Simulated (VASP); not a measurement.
# Ga2O3 (P1) in VASP: single point with PBE

Aim: the single point of Ga2O3 with PBE.

Program: VASP 6.6.1. These are calculated values, not measurements. Logs are shortened: lines on timing, memory, paths and dates and some standing lists are left out, and cuts for length are marked.

### 1 The cell of the first run

The typed cell holds 10 atoms: a = 5.472 Å, b = 5.230 Å, c = 5.460 Å, α = 60.11°, β = 58.28°, γ = 57.60°.

### 2 Single point, PBE (atoms moved at random and the cell strained at random)

File INCAR:

```
PREC = Accurate
ENCUT = 520
EDIFF = 1E-6
ISMEAR = 0
SIGMA = 0.05
LREAL = F
LASPH = T
NELM = 60
ALGO = Normal
ISIF = 2
LWAVE = F
LCHARG = F
GGA = PE
NBANDS = 55
```

File KPOINTS:

```
Automatic mesh
0
Gamma
  6 6 6
```

File POSCAR:

```
Ga2O3
1.0
    2.7078175803      1.5193975907      4.5061646737
   -2.4505552934      1.5390690513      4.3565809396
    0.1456671281     -3.1461075131      4.4595496745
Ga O
4 6
Direct
    0.3379933497      0.3895473096      0.3880097456
    0.1566071855      0.1000470771      0.1911339525
    0.6182525999      0.6823221240      0.6672040550
    0.9118682765      0.8527989876      0.8107104343
    0.5117522379      0.9795611676      0.2042382351
    0.2433086888      0.5255898689      0.9649421787
    0.9918594014      0.2259493546      0.5179793535
    0.4258767677      0.0570194628      0.7341667285
    0.7626959962      0.4084752096      0.0672583046
    0.0397854965      0.7786894382      0.4543570122
```

Potentials or basis: VASP PAW PBE potentials, release 64 (Ga_d, O).

On the command line:

```sh
$ cat potpaw_PBE.64/Ga_d/POTCAR potpaw_PBE.64/O/POTCAR > POTCAR
$ mpirun -np 1 vasp_std > vasp.out
```

OUTCAR:

```text
PREC = Accurate
   ENCUT = 520
   EDIFF = 1E-6
   ISMEAR = 0
   LREAL = F
   LASPH = T
   NELM = 60
   ISIF = 2
   GGA = PE

 ion  position               nearest neighbor table
   1  0.338  0.390  0.388-  10 1.87   8 1.90   9 2.07   7 2.13   6 2.31   5 2.34
   2  0.157  0.100  0.191-   5 1.72  10 1.75   7 1.81   9 2.10   6 2.12   8 2.19   4 2.76
   3  0.618  0.682  0.667-   8 1.78   6 2.12  10 2.18   9 2.22   7 2.34   5 2.41   4 2.75
   4  0.912  0.853  0.811-  10 1.86   7 1.90   6 1.94   5 2.18   9 2.37   3 2.75   2 2.76
   5  0.512  0.980  0.204-   2 1.72   4 2.18   1 2.34   3 2.41
   6  0.243  0.526  0.965-   4 1.94   2 2.12   3 2.12   1 2.31
   7  0.992  0.226  0.518-   2 1.81   4 1.90   1 2.13   3 2.34
   8  0.426  0.057  0.734-   3 1.78   1 1.90   2 2.19
   9  0.763  0.408  0.067-   1 2.07   2 2.10   3 2.22   4 2.37
  10  0.040  0.779  0.454-   2 1.75   4 1.86   1 1.87   3 2.18

  Warning from LATTYP: Got some problem with cell dimensions!
  Tried to take original basis but could not verify dimensions!
  LATTYP: Found a triclinic cell.
 ALAT       =     5.2300814787
 B/A-ratio  =     1.4548586729
 C/A-ratio  =     1.0438766505
 COS(alpha) =     0.0031839957
 COS(beta)  =     0.4983321184
 COS(gamma) =     0.7151168258

  Lattice vectors:

 A1 = (   2.4505552934,  -1.5390690513,  -4.3565809396)
 A2 = (  -0.1115951588,  -6.2045741551,  -4.4031959388)
 A3 = (  -0.1456671281,   3.1461075131,  -4.4595496745)

Analysis of symmetry for initial positions (statically):
=====================================================================
 Subroutine PRICEL returns:
 Original cell was already a primitive cell.

 Routine SETGRP: Setting up the symmetry group for a
 triclinic supercell.

 Subroutine GETGRP returns: Found  1 space group operations
 (whereof  1 operations were pure point group operations)
 out of a pool of  2 trial point group operations.

The static configuration has the point symmetry C_1 .

Analysis of symmetry for dynamics (positions and initial velocities):
=====================================================================
 Subroutine PRICEL returns:
 Original cell was already a primitive cell.

 Routine SETGRP: Setting up the symmetry group for a
 triclinic supercell.

 Subroutine GETGRP returns: Found  1 space group operations
 (whereof  1 operations were pure point group operations)
 out of a pool of  2 trial point group operations.

The dynamic configuration has the point symmetry C_1 .

 Subroutine INISYM returns: Found  1 space group operations
 (whereof  1 operations are pure point group operations),
 and found     1 'primitive' translations

----------------------------------------------------------------------------------------

                                     Primitive cell

  volume of cell :     106.9991

  direct lattice vectors                    reciprocal lattice vectors
     2.707817580  1.519397591  4.506164674     0.192243011  0.108066189  0.069958714
    -2.450555293  1.539069051  4.356580940    -0.195821366  0.106722843  0.081686785
     0.145667128 -3.146107513  4.459549674    -0.002952549 -0.213454456  0.073747227

  length of vectors
     5.472327215  5.230081479  5.459559936     0.231365292  0.237504744  0.225854324

  position of ions in fractional coordinates (direct lattice)
     0.337993350  0.389547310  0.388009746
     0.156607186  0.100047077  0.191133953
     0.618252600  0.682322124  0.667204055
     0.911868277  0.852798988  0.810710434
     0.511752238  0.979561168  0.204238235
     0.243308689  0.525589869  0.964942179
     0.991859401  0.225949355  0.517979354
     0.425876768  0.057019463  0.734166729
     0.762695996  0.408475210  0.067258305
     0.039785497  0.778689438  0.454357012

  ion indices of the primitive-cell ions
   primitive index   ion index
                 1           1
                 2           2
                 3           3
                 4           4
                 5           5
                 6           6
                 7           7
                 8           8
                 9           9
                10          10

----------------------------------------------------------------------------------------

 KPOINTS: Automatic mesh

Automatic generation of k-mesh.
 Grid dimensions read from file:
 generate k-points for:    6    6    6

 Generating k-lattice:

  Cartesian coordinates                     Fractional coordinates (reciprocal lattice)
     0.032040502  0.018011032  0.011659786     0.166666667  0.000000000  0.000000000
    -0.032636894  0.017787141  0.013614464     0.000000000  0.166666667  0.000000000
    -0.000492091 -0.035575743  0.012291204     0.000000000  0.000000000  0.166666667

  Length of vectors
     0.038560882  0.039584124  0.037642387

  Shift w.r.t. Gamma in fractional coordinates (k-lattice)
     0.000000000  0.000000000  0.000000000

 Subroutine IBZKPT returns following result:
 ===========================================

 Found    112 irreducible k-points:

 Following reciprocal coordinates:
            Coordinates               Weight
  0.000000  0.000000  0.000000      1.000000
  0.166667  0.000000 -0.000000      2.000000
  0.333333 -0.000000 -0.000000      2.000000
  0.500000 -0.000000 -0.000000      1.000000
  0.000000  0.166667 -0.000000      2.000000
  0.166667  0.166667  0.000000      2.000000
[... 16 lines left out ...]
  0.333333 -0.000000  0.166667      2.000000
  0.500000 -0.000000  0.166667      2.000000
 [... further k-points ...]
   k-points           NKPTS =    112   k-points in BZ     NKDIM =    112   number of bands    NBANDS=     55
   number of dos      NEDOS =    301   number of ions     NIONS =     10
   total plane-waves  NPLWV =  70560
   dimension x,y,z NGX =    42 NGY =   40 NGZ =   42
   dimension x,y,z NGXF=    84 NGYF=   80 NGZF=   84
   ions per type =               4   6
   NGX,Y,Z   is equivalent  to a cutoff of  12.76, 12.71, 12.79 a.u.
   NGXF,Y,Z  is equivalent  to a cutoff of  25.52, 25.43, 25.58 a.u.
 SYSTEM =  unknown system
   PREC   = accura    normal or accurate (medium, high low for compatibility)
   ISTART =      0    job   : 0-new  1-cont  2-samecut
   ICHARG =      2    charge: 1-file 2-atom 10-const
   ISPIN  =      1    spin polarized calculation?
   LNONCOLLINEAR =      F non collinear calculations
   LSORBIT =      F    spin-orbit coupling
   LASPH  =      T    aspherical Exc in radial PAW
   ENCUT  =  520.0 eV  38.22 Ry    6.18 a.u.  10.17  9.72 10.15*2*pi/ulx,y,z
   NELM   =     60;   NELMIN=  2; NELMDL= -5     # of ELM steps
   EDIFF  = 0.1E-05   stopping-criterion for ELM
   LREAL  =      F    real-space projection
   EDIFFG = 0.1E-04   stopping-criterion for IOM
   NSW    =      0    number of steps for IOM
   IBRION =     -1    ionic relax: 0-MD 1-quasi-New 2-CG
   NFREE  =      0    steps in history (QN), initial steepest desc. (CG)
   ISIF   =      2    stress and relaxation
   ISYM   =      2    0-nonsym 1-usesym 2-fastsym
   POTIM  = 0.5000    time-step for ionic-motion
   TEBEG  =    0.0;   TEEND  =   0.0 temperature during run
   PSTRESS=    0.0 pullay stress
   NELECT =      88.0000    total number of electrons
   NUPDOWN=      -1.0000    fix difference up-down
   EMIN   =  10.00;   EMAX   =-10.00  energy-range for DOS
   EFERMI =   0.00;   METHOD = LEGACY
   ISMEAR =     0;   SIGMA  =   0.05  broadening in eV -4-tet -1-fermi 0-gaus
   EFERMI_NEDOS =   21; number of points for ismear=-14 and -15
   IALGO  =     38    algorithm
   IMIX   =      4    mixing-type and parameters
     AMIX     =   0.40;   BMIX     =  1.00
     AMIX_MAG =   1.60;   BMIX_MAG =  1.00
  volume/ion in A,a.u.               =      10.70        72.21
  Fermi-wavevector in a.u.,A,eV,Ry     =   1.533825  2.898508 32.009309  2.352618
  Thomas-Fermi vector in A             =   2.640838
   LORBIT       =      0    0 simple, 1 ext, 2 COOP (PROOUT), +10 PAW based schemes
   GGA     = PE    functional components
   LHFCALC =     F    Hartree Fock is set to
   AEXX    =    0.0000 exact exchange contribution
   IVDW    =     0    specifies the selected vdW correction
   LEPSILON=     F    determine dielectric tensor
   LRPA    =     F    only Hartree local field effects (RPA)
 non-spin polarized calculation
 Gauss-broadening in eV      SIGMA  =   0.05
  energy-cutoff  :      520.00
  volume of cell :      107.00
 maximum number of plane-waves:      2903
 NGX is ok and might be reduce to    42
   NGX = 21   NGY = 19   NGZ = 21

 number of electron      88.0000001 magnetization

 Free energy of the ion-electron system (eV)
  ---------------------------------------------------
  ext. energy  EPLUGINS =         0.00000000
  ---------------------------------------------------
  free energy    TOTEN  =       -55.22194694 eV

  energy without entropy =      -55.22194694  energy(sigma->0) =      -55.22194694

 E-fermi :   4.4580     XC(G=0): -11.5883

 val. band max:        4.2543165485   @ k =   0.0000   0.0000   0.0000
 cond. band min:       5.0147403024   @ k =   0.0000   0.0000   0.0000
 fundamental gap:      0.7604237539
 Fermi energy:         4.4580488138

 k-point     1 :       0.0000    0.0000    0.0000
  band No.  band energies     occupation
      1     -16.0930      2.00000
      2     -14.3809      2.00000
      3     -13.6843      2.00000
      4     -13.0999      2.00000
      5     -12.6180      2.00000
      6     -12.1675      2.00000
[... 47 lines left out ...]
     54      14.2050      0.00000
     55      14.8201      0.00000

 k-point     2 :       0.1667    0.0000   -0.0000
  band No.  band energies     occupation
      1     -16.0610      2.00000
      2     -14.3716      2.00000
      3     -13.7100      2.00000
      4     -13.0909      2.00000
      5     -12.6362      2.00000
      6     -12.2017      2.00000
[... 47 lines left out ...]
     54      14.4365      0.00000
     55      14.9777      0.00000

 k-point     3 :       0.3333   -0.0000   -0.0000
  band No.  band energies     occupation
      1     -15.9950      2.00000
      2     -14.3459      2.00000
      3     -13.7701      2.00000
      4     -13.0665      2.00000
      5     -12.6816      2.00000
      6     -12.2697      2.00000
[... 1152 lines left out ...]
 k-point    23 :       0.3333   -0.0000    0.1667
  band No.  band energies     occupation
      1     -16.0073      2.00000
      2     -14.3096      2.00000
      3     -13.7741      2.00000
      4     -13.0533      2.00000
      5     -12.6951      2.00000
      6     -12.2965      2.00000
[... 47 lines left out ...]
     54      14.4677      0.00000
     55      14.9856      0.00000

 k-point    24 :       0.5000   -0.0000    0.1667
  band No.  band energies     occupation
      1     -15.9601      2.00000
      2     -14.2887      2.00000
      3     -13.8198      2.00000
      4     -13.0564      2.00000
      5     -12.7253      2.00000
      6     -12.3169      2.00000
[... 47 lines left out ...]
     54      14.5923      0.00000
     55      14.8777      0.00000

 [... further k-points ...]
[... 5 lines left out ...]
  --------------------------------------------------------------------------------------
  -------------------------------------------------------------------------------------
  Total        3.5906199     -1.6581790     11.3713065     -0.7469230      1.3714036     -4.2865680
  in kB       53.7650360    -24.8291544    170.2710722    -11.1842367     20.5350513    -64.1859874
  external PRESSURE =      66.4023179 kB  Pullay stress =       0.0000000 kB

 VOLUME and BASIS-vectors are now :
 -----------------------------------------------------------------------------
  energy-cutoff  :      520.00
  volume of cell :      107.00
      direct lattice vectors                 reciprocal lattice vectors
     2.707817580  1.519397591  4.506164674     0.192243011  0.108066189  0.069958714
    -2.450555293  1.539069051  4.356580940    -0.195821366  0.106722843  0.081686785
     0.145667128 -3.146107513  4.459549674    -0.002952549 -0.213454456  0.073747227

 POSITION                                       TOTAL-FORCE (eV/Angst)
 -----------------------------------------------------------------------------------
      0.01714     -0.10763      4.95050         2.260290      1.228167     -1.923722
      0.20673     -0.20940      1.99393        -3.963143      5.278934     -2.141926
      0.09924     -0.10958      8.73397         2.084329     -1.212982     -2.835956
      0.49744      0.14742     11.43972        -0.939409     -3.794266      2.384200
     -0.98499      1.64261      7.48439         5.535903      0.610606      3.252008
     -0.48859     -1.85721      7.68937        -1.338747      2.178221      0.985198
      2.20753      0.22516      7.76380        -3.399360     -2.138568      3.103960
      1.12041     -1.57493      5.44153        -0.945559      0.030058      1.297281
      1.07405      1.57591      5.51633        -1.129158      0.352382     -0.411866
     -1.73430     -0.17055      5.59793         1.834853     -2.532552     -3.709178
 -----------------------------------------------------------------------------------
    total drift:                                0.000052      0.000641     -0.000425

  FREE ENERGIE OF THE ION-ELECTRON SYSTEM (eV)
  ---------------------------------------------------
  free  energy   TOTEN  =       -55.2219469404 eV

  energy  without entropy=      -55.2219469403  energy(sigma->0) =      -55.22194694
```

Run time: 18 min. Hardware: 1 thread of Intel Xeon 8259CL, shared host; peak memory 0.58 GiB.

What came out:

| Item | Value |
| --- | --- |
| Free energy | -55.2219 eV |
| Pressure | 6.6 GPa |
| Largest force | 6.940 eV/Å |
| Band gap on the k mesh | 0.76 eV |

Forces on the atoms (eV/Å):
```
Ga   2.260  1.228 -1.924
Ga  -3.963  5.279 -2.142
Ga   2.084 -1.213 -2.836
Ga  -0.939 -3.794  2.384
O    5.536  0.611  3.252
O   -1.339  2.178  0.985
O   -3.399 -2.139  3.104
O   -0.946  0.030  1.297
O   -1.129  0.352 -0.412
O    1.835 -2.533 -3.709
```

Levels at points of the mesh, in eV from the valence-band top:
| k point | band 41 | band 42 | band 43 | band 44 | band 45 | band 46 | band 47 | band 48 |
| --- | --- | --- | --- | --- | --- | --- | --- | --- |
| (0.00, 0.00, 0.00) | -0.86 | -0.70 | -0.61 | 0.00 | 0.76 | 4.02 | 5.22 | 6.68 |
| (0.50, 0.00, 0.00) | -1.32 | -1.15 | -0.75 | -0.04 | 3.29 | 4.20 | 4.77 | 5.88 |
| (0.00, 0.50, 0.00) | -0.95 | -0.79 | -0.65 | -0.47 | 3.46 | 4.49 | 4.60 | 5.80 |
| (0.50, 0.50, 0.00) | -1.12 | -0.80 | -0.71 | -0.37 | 3.64 | 4.67 | 5.16 | 6.17 |
| (0.00, 0.00, 0.50) | -1.15 | -1.06 | -0.61 | -0.13 | 3.31 | 4.51 | 4.62 | 5.61 |
| (0.50, 0.00, 0.50) | -1.34 | -1.25 | -0.60 | -0.05 | 3.56 | 4.35 | 5.29 | 6.41 |
| (0.00, 0.50, 0.50) | -0.98 | -0.93 | -0.61 | -0.28 | 3.57 | 4.60 | 5.22 | 6.38 |
| (0.50, 0.50, 0.50) | -1.35 | -0.87 | -0.71 | -0.30 | 3.30 | 3.78 | 5.27 | 7.04 |

Caveat: the cell differs from its parent crystal (atoms moved at random and the cell strained at random); the stress differs along the axes, from -2 to 17 GPa; semilocal functionals underestimate gaps, and a narrow one can read as zero; forces of over 1 eV/Å act on the atoms, so gaps and moduli don't describe the material at rest.
